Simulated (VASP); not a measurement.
A run of VASP 6.6.1 is set up as follows.

INCAR

```
SYSTEM = Ag
  ALGO = Normal
  EDIFF = 1E-6
  ENCUT = 520
  GGA = PS
  ISIF = 2
  ISMEAR = 0
  LASPH = .True.
  LCHARG = .False.
  LREAL = .False.
  LWAVE = .False.
  NBANDS = 12
  NELM = 60
  PREC = Accurate
  SIGMA = 0.15
```

KPOINTS

```
k-points
0
Gamma
  20 20 20
  0 0 0
```

POSCAR

```
Ag
1.0
    0.0000000000      2.0737465000      2.0124535000
    2.0737465000      0.0000000000      2.0124535000
    2.0737465000      2.0737465000      0.0000000000
Ag
1
Direct
    0.0000000000      0.0000000000      0.0000000000
```

Potentials or basis: VASP PAW PBE potentials, release 64 (Ag).

Launch:

```bash
$ cat potpaw_PBE.64/Ag/POTCAR > POTCAR
$ mpirun -np 1 vasp_std > vasp.out
```

(1) Estimate the pressure.

(2) Estimate the band gap on the k mesh.

Answers

(1) -4.2 GPa.

(2) zero (an odd number of electrons rules out a gap without spin polarisation).

Caveat: the cell differs from its parent crystal (strain +0.015 along x and y, -0.015 along z); the cell stands under tension; the PAW data sets were made with another functional, which shifts forces and pressure a little.
